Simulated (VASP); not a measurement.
A run of VASP 6.6.1:

INCAR

```
SYSTEM = Co
PREC = Accurate ; ENCUT = 520
EDIFF = 1E-6 ; ISMEAR = 0
SIGMA = 0.1 ; LREAL = .FALSE.
LASPH = .TRUE. ; NELM = 150
ALGO = Normal ; ISIF = 2
LWAVE = .FALSE. ; LCHARG = .FALSE.
ISPIN = 2 ; MAGMOM = 1.84 1.84
LORBIT = 11 ; LMAXMIX = 4
GGA = PE ; NBANDS = 20
```

File KPOINTS:

```
regular mesh
0
G
  18 18 10
  0 0 0
```

POSCAR

```
Co
1.0
    2.4673463140      0.0000000000      0.0000000000
   -1.2336731570      2.1367845879      0.0000000000
    0.0000000000      0.0000000000      3.9921332176
Co
2
Direct
    0.3333333333      0.6666666667      0.2500000000
    0.6666666667      0.3333333333      0.7500000000
```

Potentials or basis: VASP PAW PBE potentials, release 64 (Co).

Command:

```sh
$ cat potpaw_PBE.64/Co/POTCAR > POTCAR
$ mpirun -np 1 vasp_std > vasp.out
```

Hardware: 1 thread of AMD EPYC 7R13, on a shared host.

Task: How long does it take, and how much memory?

Result: It took 4.1 min on 1 thread of AMD EPYC 7R13, with other jobs on the host, peak memory 0.2 GiB. Counts: scf iterations 13, k points 222.
